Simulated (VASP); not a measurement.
Wanted: the native input for a VASP 6.6.1 run.

| Property | Result |
| --- | --- |
| Task | relaxation of cell and atoms |
| Functional | PBE |
| Potentials or basis | VASP PAW PBE potentials, release 64 (Cd) |
| Cutoff | 600 eV |
| k mesh | 9 × 9 × 9 |
| Occupations | fermi-dirac, width 0.08 eV |
| Spin | no spin polarisation |
| Dipole correction | no |
| Further INCAR settings | ALGO = Normal; EDIFF = 1e-06; IBRION = 2; EDIFFG = -0.005; NSW = 100; ISIF = 3 |

The structure of Cd lies in POSCAR:

```
Cd
1.0
    0.0000000000      3.2195088072      3.2195088072
    3.2195088072      0.0000000000      3.2195088072
    3.2195088072      3.2195088072      0.0000000000
Cd
2
Direct
    0.0000000000      0.0000000000      0.0000000000
    0.2500000000      0.2500000000      0.2500000000
```

One way to write it, as run:

INCAR

```
ALGO     = Normal         # electronic algorithm
EDIFF    = 1E-6           # SCF threshold, eV
EDIFFG   = -0.005         # ionic threshold
ENCUT    = 600            # plane-wave cutoff, eV
GGA      = PE             # functional
IBRION   = 2              # ionic algorithm
ISIF     = 3              # what is computed and relaxed
ISMEAR   = -1             # smearing method
LASPH    = True           # aspherical terms in the spheres
LCHARG   = False          # write CHGCAR
LREAL    = False          # projectors in reciprocal space
LWAVE    = False          # write WAVECAR
NELM     = 60             # most SCF steps
NSW      = 100            # ionic steps
PREC     = Accurate       # precision mode
SIGMA    = 0.08           # smearing width, eV
```

KPOINTS

```
k-points
0
Gamma
  9 9 9
```

Potentials or basis: VASP PAW PBE potentials, release 64 (Cd).

Command:

```sh
$ cat potpaw_PBE.64/Cd/POTCAR > POTCAR
$ mpirun -np 1 vasp_std > vasp.out
```

Results of the run:

The relaxed volume is 37.60 Å³/atom, the relaxed cell is a = 4.738 Å, b = 4.738 Å, c = 4.738 Å, α = 60.00°, β = 60.00°, γ = 60.00° and the space group after relaxing (to 0.05 Å) is Fd-3m (No. 227). The energy gained by relaxing is 26.3 meV/atom and the ionic steps are 4. The pressure after relaxing is 0.0 GPa and the band gap on the k mesh is zero (band 12 reaches 4.29 eV, above the bottom of band 13 at -0.30 eV).

It took 2.8 min on 1 thread of Intel Xeon 8259CL, on a shared host, peak memory 0.2 GiB.
